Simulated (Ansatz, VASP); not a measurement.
# SnSe: VASP beside Ansatz

File POSCAR:

```
SnSe
1.0
    0.0000000000      3.3908400000      3.3908400000
    3.3908400000      0.0000000000      3.3908400000
    3.3908400000      3.3908400000      0.0000000000
Sn Se
1 1
Direct
    0.0000000000      0.0000000000      0.0000000000
    0.7500000000      0.7500000000      0.7500000000
```

File INCAR.step1:

```
SYSTEM = SnSe
  PREC = Accurate
  ENCUT = 520
  EDIFF = 1E-5
  ISMEAR = -1
  SIGMA = 0.05
  LREAL = .FALSE.
  LASPH = .TRUE.
  NELM = 80
  ALGO = Normal
  ISIF = 2
  LWAVE = .TRUE.
  LCHARG = .FALSE.
  NBANDS = 17
  GGA = PE
```

Contents of INCAR.step2:

```
SYSTEM = SnSe
  PREC = Accurate
  ENCUT = 520
  EDIFF = 1E-6
  ISMEAR = -1
  SIGMA = 0.05
  LREAL = .FALSE.
  LASPH = .TRUE.
  NELM = 80
  ALGO = Normal
  ISIF = 2
  LWAVE = .FALSE.
  LCHARG = .FALSE.
  GGA = PS
  LHFCALC = .TRUE.
  AEXX = 0.25
  PRECFOCK = Normal
  NBANDS = 17
  ISTART = 1
```

KPOINTS

```
Automatic mesh
0
G
  4 4 4
  0 0 0
```

input

```
crystal:
  lattice:
    - [0.0, 3.39084, 3.39084]
    - [3.39084, 0.0, 3.39084]
    - [3.39084, 3.39084, 0.0]
  atoms:
    - { symbol: Sn, position: [0.0, 0.0, 0.0] }
    - { symbol: Se, position: [0.75, 0.75, 0.75] }
hamiltonian:
  xc: { exchange: pbesol, correlation: pbesol, exx: { coeff: 0.25 } }
  pseudopotentials: { kind: paw }
kpoints:
  mp_grid: { grid: [4, 4, 4] }
  band_path:
    path:
      - [[0.0, 0.0, 0.0], [0.5, 0.0, 0.5], [0.5, 0.25, 0.75], [0.375, 0.375, 0.75], [0.0, 0.0, 0.0], [0.5, 0.5, 0.5], [0.625, 0.25, 0.625], [0.5, 0.25, 0.75], [0.5, 0.5, 0.5], [0.375, 0.375, 0.75]]
      - [[0.625, 0.25, 0.625], [0.5, 0.0, 0.5]]
    npoints: 4
scf:
  occupations: { method: fermi_dirac, width: 0.05 }
  n_extra_bands: 6
output:
  forces: true
  stress: true
  eigenvalues: true
  fatbands: false
```

Alike in both runs: functional PBEsol-based global hybrid; k mesh 4 × 4 × 4; occupations fermi-dirac, width 0.05 eV; no spin polarisation.

```csv
,VASP,Ansatz
version,VASP 6.6.1,Ansatz 0.2.0
potentials or method,"VASP PAW PBE potentials, release 64 (Sn_d, Se)",Ansatz PAW
plane-wave cutoff (eV),520,420
valence electrons in the cell,20,30
task,single point,band structure
```

VASP gave:

```
gap on the k mesh at the Fermi level (eV) : 0.97
least direct gap on the mesh (eV)         : 1.71
pressure (GPa)                            : -1.9
```

Q: Which values does Ansatz return?

A: gap on the k mesh at the Fermi level (eV): 0.92; least direct gap on the mesh (eV): 1.67; pressure (GPa): -1.8.

VASP's potentials were made for PBE, not for PBEsol-based global hybrid. With one functional, cell and mesh, what is left measures potentials, basis and numerics. VASP's potentials hold 20 valence electrons a cell and Ansatz's 30, so a difference there can come from the potentials and not from the codes.
